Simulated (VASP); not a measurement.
Input of a VASP 6.6.1 run:

Contents of INCAR:

```
SYSTEM = H6Os
PREC = Accurate
ENCUT = 1230
EDIFF = 1E-6
ISMEAR = 0
SIGMA = 0.1
LREAL = .False.
LASPH = .True.
NELM = 120
ALGO = Normal
ISIF = 2
LWAVE = .False.
LCHARG = .False.
GGA = PE
NBANDS = 20
GGA_COMPAT = .False.
```

File KPOINTS:

```
Automatic mesh
0
Gamma
  10 10 14
  0 0 0
```

POSCAR

```
H6Os
1.0
    3.8120215219      0.0000000000      0.0000000000
    0.0000000000      3.8120215219      0.0000000000
    0.0000000000      0.0000000000      2.5710653614
H Os
6 1
Direct
    0.3238301700      0.3238301700      0.5000000000
    0.6761698300      0.6761698300      0.5000000000
    0.6761698300      0.3238301700      0.5000000000
    0.3238301700      0.6761698300      0.5000000000
    0.0000000000      0.5000000000      0.0000000000
    0.5000000000      0.0000000000      0.0000000000
    0.0000000000      0.0000000000      0.5000000000
```

Potentials or basis: VASP PAW PBE potentials, release 64 (H_h, Os_sv_GW).

The run is started by

```sh
$ cat potpaw_PBE.64/H_h/POTCAR potpaw_PBE.64/Os_sv_GW/POTCAR > POTCAR
$ mpirun -np 1 vasp_std > vasp.out
```

What does it give for the band gap on the k mesh?

Zero (bands 11 and 12 overlap by 1.74 eV).

Estimate the pressure.

0.1 GPa.

Caveat: spin-orbit coupling is left out, which moves the levels of the heavy elements.
